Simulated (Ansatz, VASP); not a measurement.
BiTe: VASP beside Ansatz

Contents of INCAR:

```
  ALGO = Normal
  EDIFF = 1E-6
  ENCUT = 520
  GGA = PE
  ISIF = 2
  ISMEAR = 0
  LASPH = True
  LCHARG = False
  LREAL = False
  LWAVE = False
  NBANDS = 18
  NELM = 80
  PREC = Accurate
  SIGMA = 0.15
```

KPOINTS

```
k-points
0
Gamma
  12 12 12
```

POSCAR

```
BiTe
1.0
    2.5438431614      1.4686885340      3.1514273568
   -2.5438431614      1.4686885340      3.1514273568
    0.0000000000     -2.9373770681      3.1514273568
Bi Te
1 1
Direct
    0.5000000000      0.5000000000      0.5000000000
    0.0000000000      0.0000000000      0.0000000000
```

Input for Ansatz:

```yaml
crystal:
  lattice:
    - [2.5438431614, 1.468688534, 3.1514273568]
    - [-2.5438431614, 1.468688534, 3.1514273568]
    - [0.0, -2.9373770681, 3.1514273568]
  atoms:
    - { symbol: Bi, position: [0.5, 0.5, 0.5] }
    - { symbol: Te, position: [0.0, 0.0, 0.0] }
basis:
  ecutwfc: 420
kpoints:
  mp_grid: { grid: [12, 12, 12] }
hamiltonian:
  xc: pbe
scf:
  occupations: { method: gaussian, width: 0.15 }
output:
  forces: true
  stress: true
  eigenvalues: true
```

Change from the starting cell: strain +0.050 along x and y, -0.050 along z, atoms carried along.

Alike in both runs: task single point; functional PBE; k mesh 12 × 12 × 12; occupations gaussian, width 0.15 eV; no spin polarisation.

```csv
,VASP,Ansatz
version,VASP 6.6.1,Ansatz 0.2.0
potentials or method,"VASP PAW PBE potentials, release 64 (Bi_d, Te), cutoff 520 eV","scalar-relativistic, plane waves, PAW"
valence electrons in the cell,21,31
```

```csv
,VASP,Ansatz,Ansatz less VASP
gap on the k mesh at the Fermi level (eV),none,none,-
pressure (GPa),-3.0,-2.9,+0.07
"traceless stress, the component that is largest in VASP (GPa)",1.98,1.98,+0.001
```

A gap of «none» marks a metal or a gap that the smearing closes. VASP's potentials hold 21 valence electrons a cell and Ansatz's 31, so a difference there can come from the potentials and not from the codes.

Spin-orbit coupling is off throughout.
